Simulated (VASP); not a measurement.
# ZnO in VASP: further runs

The runs below take ZnO through single point, with PBE+D3(BJ).

All numbers are computed with VASP 6.6.1; they aren't measurements. Logs are shortened: lines on timing, memory, paths and dates and some standing lists are left out, and cuts for length are marked.

### 1 The cell of the first run

The cell holds a slab with vacuum, 12 atoms: a = 5.534 Å, b = 6.020 Å, c = 17.393 Å, α = 90.00°, β = 90.00°, γ = 117.36°.

### 2 Single point, PBE+D3(BJ)

File INCAR:

```
ALGO     = Normal         # electronic algorithm
EDIFF    = 1E-6           # SCF threshold, eV
ENCUT    = 520            # plane-wave cutoff, eV
GGA      = PE             # functional
ISIF     = 2              # what is computed and relaxed
ISMEAR   = -1             # smearing method
IVDW     = 12             # dispersion correction
LASPH    = T              # aspherical terms in the spheres
LCHARG   = T              # write CHGCAR
LELF     = T              # ELF
LREAL    = F              # projectors in reciprocal space
LVHAR    = T            
LWAVE    = F              # write WAVECAR
NBANDS   = 66             # bands
NELM     = 100            # most SCF steps
PREC     = Accurate       # precision mode
SIGMA    = 0.02           # smearing width, eV
```

File KPOINTS:

```
k-points
0
Gamma
  2 2 1
```

File POSCAR:

```
ZnO
1.0
    5.5339020000      0.0000000000      0.0000000000
   -2.7669510000      5.3469200000      0.0000000000
    0.0000000000      0.0000000000     17.3926410000
Zn O
6 6
Direct
    0.3333271894      0.0000000000      0.0574955810
    0.6296029402      0.6370770462      0.0736805871
    0.9342704808     -0.0191325099      0.1960369331
    0.9553798551      0.4308274670      0.1102247784
    0.5548057694      0.1715754116      0.2443964663
    0.3144482442      0.5147636396      0.2602709962
    0.2724039958      0.6552183313      0.0494519492
    0.6069174271      0.3050728270      0.0554544879
    1.0050843975      0.9480972223      0.0925333881
    0.9099000346      0.3449275471      0.2177645132
    0.5590039894      0.8265319100      0.2234393270
    0.2444729211      0.1849288936      0.2791812928
```

Potentials or basis: VASP PAW PBE potentials, release 64 (Zn, O).

Started as:

```
$ cat potpaw_PBE.64/Zn/POTCAR potpaw_PBE.64/O/POTCAR > POTCAR
$ mpirun -np 1 vasp_std > vasp.out
```

OUTCAR:

```text
EDIFF = 1E-6
   ENCUT = 520
   GGA = PE
   ISIF = 2
   ISMEAR = -1
   IVDW = 12
   LASPH = T
   LREAL = F
   NELM = 100
   PREC = Accurate
 IVDW          = 12

 ion  position               nearest neighbor table
   1  0.333  0.000  0.057-   8 1.76   9 1.80   7 1.95
   2  0.630  0.637  0.074-   8 1.97   7 2.07   9 2.09   4 2.69   3 2.91
   3  0.934  0.981  0.196-   9 1.87  11 1.91  12 2.15  10 2.29   2 2.91   5 2.94   4 3.05
   4  0.955  0.431  0.110-  10 1.93   7 1.96   8 1.96   2 2.69   3 3.05
   5  0.555  0.172  0.244-  10 1.81  12 1.86  11 2.12   6 2.94   3 2.94
   6  0.314  0.515  0.260-  11 1.85  12 1.87  10 2.12   5 2.94
   7  0.272  0.655  0.049-   1 1.95   4 1.96   2 2.07
   8  0.607  0.305  0.055-   1 1.76   4 1.96   2 1.97
   9  0.005  0.948  0.093-   1 1.80   3 1.87   2 2.09
  10  0.910  0.345  0.218-   5 1.81   4 1.93   6 2.12   3 2.29
  11  0.559  0.827  0.223-   6 1.85   3 1.91   5 2.12
  12  0.244  0.185  0.279-   5 1.86   6 1.87   3 2.15

  LATTYP: Found a base centered orthorhombic cell.
 ALAT       =     5.5339020000
 B/A-ratio  =     1.9324230895
 C/A-ratio  =     3.1429253716

  Lattice vectors:

 A1 = (   2.7669510000,  -5.3469200000,   0.0000000000)
 A2 = (   2.7669510000,   5.3469200000,   0.0000000000)
 A3 = (   0.0000000000,   0.0000000000,  17.3926410000)

Analysis of symmetry for initial positions (statically):
=====================================================================
 Subroutine PRICEL returns:
 Original cell was already a primitive cell.

 Routine SETGRP: Setting up the symmetry group for a
 base centered orthorhombic supercell.

 Subroutine GETGRP returns: Found  1 space group operations
 (whereof  1 operations were pure point group operations)
 out of a pool of  8 trial point group operations.

The static configuration has the point symmetry C_1 .

Analysis of symmetry for dynamics (positions and initial velocities):
=====================================================================
 Subroutine PRICEL returns:
 Original cell was already a primitive cell.

 Routine SETGRP: Setting up the symmetry group for a
 base centered orthorhombic supercell.

 Subroutine GETGRP returns: Found  1 space group operations
 (whereof  1 operations were pure point group operations)
 out of a pool of  8 trial point group operations.

The dynamic configuration has the point symmetry C_1 .

 Subroutine INISYM returns: Found  1 space group operations
 (whereof  1 operations are pure point group operations),
 and found     1 'primitive' translations

----------------------------------------------------------------------------------------

                                     Primitive cell

  volume of cell :     514.6366

  direct lattice vectors                    reciprocal lattice vectors
     5.533902000  0.000000000  0.000000000     0.180704320  0.093511779  0.000000000
    -2.766951000  5.346920000  0.000000000     0.000000000  0.187023557  0.000000000
     0.000000000  0.000000000 17.392641000     0.000000000  0.000000000  0.057495581

  length of vectors
     5.533902000  6.020429497 17.392641000     0.203466224  0.187023557  0.057495581

  position of ions in fractional coordinates (direct lattice)
     0.333327189  0.000000000  0.057495581
     0.629602940  0.637077046  0.073680587
     0.934270481  0.980867490  0.196036933
     0.955379855  0.430827467  0.110224778
     0.554805769  0.171575412  0.244396466
     0.314448244  0.514763640  0.260270996
     0.272403996  0.655218331  0.049451949
     0.606917427  0.305072827  0.055454488
     0.005084397  0.948097222  0.092533388
     0.909900035  0.344927547  0.217764513
     0.559003989  0.826531910  0.223439327
     0.244472921  0.184928894  0.279181293

  ion indices of the primitive-cell ions
   primitive index   ion index
                 1           1
                 2           2
                 3           3
                 4           4
                 5           5
                 6           6
                 7           7
                 8           8
                 9           9
                10          10
                11          11
                12          12

----------------------------------------------------------------------------------------

 KPOINTS: k-points

Automatic generation of k-mesh.
 Grid dimensions read from file:
 generate k-points for:    2    2    1

 Generating k-lattice:

  Cartesian coordinates                     Fractional coordinates (reciprocal lattice)
     0.090352160  0.046755889  0.000000000     0.500000000 -0.000000000  0.000000000
     0.000000000  0.093511779  0.000000000     0.000000000  0.500000000  0.000000000
     0.000000000  0.000000000  0.057495581     0.000000000  0.000000000  1.000000000

  Length of vectors
     0.101733112  0.093511779  0.057495581

  Shift w.r.t. Gamma in fractional coordinates (k-lattice)
     0.000000000  0.000000000  0.000000000

 Subroutine IBZKPT returns following result:
 ===========================================

 Found      4 irreducible k-points:

 Following reciprocal coordinates:
            Coordinates               Weight
  0.000000  0.000000  0.000000      1.000000
  0.500000  0.000000  0.000000      1.000000
  0.500000  0.500000  0.000000      1.000000
  0.000000  0.500000  0.000000      1.000000
   k-points           NKPTS =      4   k-points in BZ     NKDIM =      4   number of bands    NBANDS=     66
   number of dos      NEDOS =    301   number of ions     NIONS =     12
   total plane-waves  NPLWV = 282240
   dimension x,y,z NGX =    42 NGY =   48 NGZ =  140
   dimension x,y,z NGXF=    84 NGYF=   96 NGZF=  280
   ions per type =               6   6
   NGX,Y,Z   is equivalent  to a cutoff of  12.62, 13.25, 13.38 a.u.
   NGXF,Y,Z  is equivalent  to a cutoff of  25.23, 26.51, 26.76 a.u.
 SYSTEM =  unknown system
   PREC   = accura    normal or accurate (medium, high low for compatibility)
   ISTART =      0    job   : 0-new  1-cont  2-samecut
   ICHARG =      2    charge: 1-file 2-atom 10-const
   ISPIN  =      1    spin polarized calculation?
   LNONCOLLINEAR =      F non collinear calculations
   LSORBIT =      F    spin-orbit coupling
   LASPH  =      T    aspherical Exc in radial PAW
   ENCUT  =  520.0 eV  38.22 Ry    6.18 a.u.  10.29 11.19 32.34*2*pi/ulx,y,z
   NELM   =    100;   NELMIN=  2; NELMDL= -5     # of ELM steps
   EDIFF  = 0.1E-05   stopping-criterion for ELM
   LREAL  =      F    real-space projection
   EDIFFG = 0.1E-04   stopping-criterion for IOM
   NSW    =      0    number of steps for IOM
   IBRION =     -1    ionic relax: 0-MD 1-quasi-New 2-CG
   NFREE  =      0    steps in history (QN), initial steepest desc. (CG)
   ISIF   =      2    stress and relaxation
   ISYM   =      2    0-nonsym 1-usesym 2-fastsym
   POTIM  = 0.5000    time-step for ionic-motion
   TEBEG  =    0.0;   TEEND  =   0.0 temperature during run
   PSTRESS=    0.0 pullay stress
   NELECT =     108.0000    total number of electrons
   NUPDOWN=      -1.0000    fix difference up-down
   EMIN   =  10.00;   EMAX   =-10.00  energy-range for DOS
   EFERMI =   0.00;   METHOD = LEGACY
   ISMEAR =    -1;   SIGMA  =   0.02  broadening in eV -4-tet -1-fermi 0-gaus
   EFERMI_NEDOS =   21; number of points for ismear=-14 and -15
   IALGO  =     38    algorithm
   IMIX   =      4    mixing-type and parameters
     AMIX     =   0.40;   BMIX     =  1.00
     AMIX_MAG =   1.60;   BMIX_MAG =  1.00
  volume/ion in A,a.u.               =      42.89       289.41
  Fermi-wavevector in a.u.,A,eV,Ry     =   0.972857  1.838434 12.877255  0.946452
  Thomas-Fermi vector in A             =   2.103190
   LORBIT       =      0    0 simple, 1 ext, 2 COOP (PROOUT), +10 PAW based schemes
   GGA     = PE    functional components
   LHFCALC =     F    Hartree Fock is set to
   AEXX    =    0.0000 exact exchange contribution
   IVDW    =    12    specifies the selected vdW correction
   LEPSILON=     F    determine dielectric tensor
   LRPA    =     F    only Hartree local field effects (RPA)
 non-spin polarized calculation
  energy-cutoff  :      520.00
  volume of cell :      514.64
 maximum number of plane-waves:     13886
 NGX is ok and might be reduce to    42
   NGX = 21   NGY = 23   NGZ = 65

 number of electron     108.0000013 magnetization

 Free energy of the ion-electron system (eV)
  ---------------------------------------------------
  ext. energy  EPLUGINS =         0.00000000
  ---------------------------------------------------
  free energy    TOTEN  =       -48.75829751 eV

  energy without entropy =      -48.75829751  energy(sigma->0) =      -48.75829751

 E-fermi :  -3.1897     XC(G=0):  -3.9069

 val. band max:       -3.7170891788   @ k =   0.0000   0.0000   0.0000
 cond. band min:      -2.5722141527   @ k =   0.0000   0.0000   0.0000
 fundamental gap:      1.1448750262
 Fermi energy:        -3.1897028484

 k-point     1 :       0.0000    0.0000    0.0000
  band No.  band energies     occupation
      1     -21.4716      2.00000
      2     -21.0879      2.00000
      3     -20.8044      2.00000
      4     -20.7042      2.00000
      5     -20.6281      2.00000
      6     -19.9099      2.00000
[... 58 lines left out ...]
     65       3.1767      0.00000
     66       3.4944      0.00000

 k-point     2 :       0.5000    0.0000    0.0000
  band No.  band energies     occupation
      1     -21.2616      2.00000
      2     -21.0040      2.00000
      3     -20.9405      2.00000
      4     -20.8450      2.00000
      5     -20.6508      2.00000
      6     -19.9401      2.00000
[... 58 lines left out ...]
     65       3.2717      0.00000
     66       3.3879      0.00000

 k-point     3 :       0.5000    0.5000    0.0000
  band No.  band energies     occupation
      1     -21.3006      2.00000
      2     -21.0806      2.00000
      3     -20.8647      2.00000
      4     -20.7820      2.00000
      5     -20.6582      2.00000
      6     -19.9430      2.00000
[... 58 lines left out ...]
     65       3.2531      0.00000
     66       3.5359      0.00000

 k-point     4 :       0.0000    0.5000    0.0000
  band No.  band energies     occupation
      1     -21.3828      2.00000
      2     -21.0230      2.00000
      3     -20.8631      2.00000
      4     -20.7776      2.00000
      5     -20.6441      2.00000
      6     -19.9393      2.00000
[... 58 lines left out ...]
     65       3.1788      0.00000
     66       3.4386      0.00000

------------------------ aborting loop because EDIFF is reached ----------------------------------------

 Edisp (eV)   -1.47619

 E8    (eV) :    -0.5858

  FORCE on cell =-STRESS in cart. coord.  units (eV):
  Direction    XX          YY          ZZ          XY          YZ          ZX
  --------------------------------------------------------------------------------------
  -------------------------------------------------------------------------------------
  Total       1.57329    -4.95009    -0.78744    -0.19983    -1.98023    -1.68162
  in kB       4.89801   -15.41074    -2.45148    -0.62211    -6.16489    -5.23527
  external pressure =       -4.32 kB  Pullay stress =        0.00 kB

 VOLUME and BASIS-vectors are now :
 -----------------------------------------------------------------------------
  energy-cutoff  :      520.00
  volume of cell :      514.64
      direct lattice vectors                 reciprocal lattice vectors
     5.533902000  0.000000000  0.000000000     0.180704320  0.093511779  0.000000000
    -2.766951000  5.346920000  0.000000000     0.000000000  0.187023557  0.000000000
     0.000000000  0.000000000 17.392641000     0.000000000  0.000000000  0.057495581

 POSITION                                       TOTAL-FORCE (eV/Angst)
 -----------------------------------------------------------------------------------
      1.84460      0.00000      1.00000         1.216659     -1.775105     -0.381228
      1.72140      3.40640      1.28150        -1.215584      0.333115     -0.605224
      2.45615      5.24462      3.40960         0.336743      1.047199      1.251246
      4.09490      2.30360      1.91710         0.751000      0.328672     -0.911415
      2.59550      0.91740      4.25070        -0.625497     -1.077416      0.413096
      0.31580      2.75240      4.52680        -0.344330      0.008926     -0.640811
     -0.30550      3.50340      0.86010         1.208349     -0.165278      0.624354
      2.51450      1.63120      0.96450         0.854034      2.527473      0.369108
     -2.59520      5.06940      1.60940        -2.897013     -1.327873      0.399240
      4.08090      1.84430      3.78750         1.030550      1.039943     -0.596803
      0.80650      4.41940      3.88620        -0.733986     -0.178461      0.514322
      0.84120      0.98880      4.85570         0.419076     -0.761195     -0.435886
 -----------------------------------------------------------------------------------
    total drift:                               -0.000809     -0.001635      0.001309

  FREE ENERGIE OF THE ION-ELECTRON SYSTEM (eV)
  ---------------------------------------------------
  free  energy   TOTEN  =       -50.2344876295 eV

  energy  without entropy=      -50.2344876295  energy(sigma->0) =      -50.23448763
```

It took 4.6 min on 1 thread of Intel Xeon Platinum 8488C (Sapphire Rapids), shared host; peak memory 0.65 GiB.

Results:

| Item | Value |
| --- | --- |
| Free energy | -50.2345 eV |
| Largest force | 3.212 eV/Å |
| Band gap on the k mesh | 1.14 eV |
| Dispersion energy per atom | -0.123 eV |

Forces on the atoms (eV/Å):
```
Zn   1.217 -1.775 -0.381
Zn  -1.216  0.333 -0.605
Zn   0.337  1.047  1.251
Zn   0.751  0.329 -0.911
Zn  -0.625 -1.077  0.413
Zn  -0.344  0.009 -0.641
O    1.208 -0.165  0.624
O    0.854  2.527  0.369
O   -2.897 -1.328  0.399
O    1.031  1.040 -0.597
O   -0.734 -0.178  0.514
O    0.419 -0.761 -0.436
```

Levels at points of the mesh, in eV from the valence-band top:
```tsv
k point	band 51	band 52	band 53	band 54	band 55	band 56	band 57	band 58
(0.00, 0.00, 0.00)	-0.82	-0.79	-0.35	0.00	1.14	2.83	4.52	5.23
(0.50, 0.00, 0.00)	-0.77	-0.54	-0.41	-0.09	3.16	3.48	4.04	4.46
(0.50, 0.50, 0.00)	-0.83	-0.78	-0.61	-0.38	2.96	3.38	4.16	4.61
(0.00, 0.50, 0.00)	-0.88	-0.84	-0.51	-0.32	3.02	3.22	4.01	4.78
```

Caveat: the k points lie up to 0.64 Å⁻¹ apart; the atoms stand as in a frame of molecular dynamics.

(Continued in part 2 of 2.)
